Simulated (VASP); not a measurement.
**Mg6F: single point with PBE**

Mg6F, a slab with vacuum:

```
Mg F
1.0
     3.20344    0.00000    0.00000
    -1.60172    7.81532    0.00000
     0.00000    0.00000   20.98511
Mg F
6 1
Direct
  0.84939 0.69878 0.19061
  0.52100 0.04200 0.21976
  0.19261 0.38523 0.24891
  0.37107 0.74148 0.32830
  0.04262 0.08345 0.35424
  0.71282 0.42511 0.38051
  0.71282 0.05011 0.55826
```

```json
{
  "Program": "VASP 6.6.1",
  "Task": "single point",
  "Functional": "PBE",
  "Potentials or basis": "VASP PAW PBE potentials, release 64 (Mg, F)",
  "Cutoff": "520 eV",
  "k mesh": "9 × 4 × 1",
  "Occupations": "gaussian, width 0.1 eV",
  "Spin": "no spin polarisation"
}
```

```
Largest force : 0.483 eV/Å
```

Forces in eV/Å, atoms in the order of the input:
```
Mg   0.001  0.016  0.112
Mg  -0.001 -0.041  0.047
Mg   0.001  0.016 -0.137
Mg   0.000  0.004  0.012
Mg  -0.006 -0.052  0.216
Mg   0.002  0.003  0.229
F    0.003  0.053 -0.480
```

Levels at points of the mesh, in eV from the Fermi level:
| k point | band 7 | band 8 | band 9 | band 10 | band 11 | band 12 | band 13 | band 14 |
| --- | --- | --- | --- | --- | --- | --- | --- | --- |
| (0.00, 0.00, 0.00) | -1.55 | -0.61 | -0.21 | -0.19 | 0.07 | 1.00 | 1.32 | 2.55 |
| (0.00, 0.50, 0.00) | -0.56 | -0.43 | -0.35 | -0.18 | -0.10 | 0.07 | 1.16 | 1.91 |

It took 5.9 min on 1 thread of Intel(R) Xeon(R) 6975P-C (Granite Rapids) (shared host), peak memory 0.58 GiB.

Caveat: an odd number of electrons without spin polarisation forces a metal; a magnetic or distorted state may lie lower.
